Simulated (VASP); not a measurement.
Here is a VASP 6.6.1 calculation.

Contents of INCAR:

```
SYSTEM = Si3C
PREC = Accurate ; ENCUT = 520
EDIFF = 1E-6 ; ISMEAR = 0
SIGMA = 0.1 ; LREAL = .FALSE.
LASPH = .TRUE. ; NELM = 80
ALGO = Normal ; ISIF = 2
LWAVE = .FALSE. ; LCHARG = .FALSE.
GGA = PE ; NBANDS = 16
```

The input KPOINTS:

```
regular mesh
0
G
  12 12 12
  0 0 0
```

Contents of POSCAR:

```
Si3C
1.0
    3.6763810569      0.0000000000      0.0000000000
    0.0000000000      3.6763810569      0.0000000000
    0.0000000000      0.0000000000      3.6763810569
Si C
3 1
Direct
    0.0000000000      0.5000000000      0.5000000000
    0.5000000000      0.0000000000      0.5000000000
    0.5000000000      0.5000000000      0.0000000000
    0.0000000000      0.0000000000      0.0000000000
```

Potentials or basis: VASP PAW PBE potentials, release 64 (Si, C).

Command:

```console
$ cat potpaw_PBE.64/Si/POTCAR potpaw_PBE.64/C/POTCAR > POTCAR
$ mpirun -np 1 vasp_std > vasp.out
```

Problem. What does it give for the pressure?

Solution. 0.0 GPa.

Problem. Predict the band gap on the k mesh.

Solution. Zero (band 8 reaches 11.55 eV, above the bottom of band 9 at 8.09 eV).
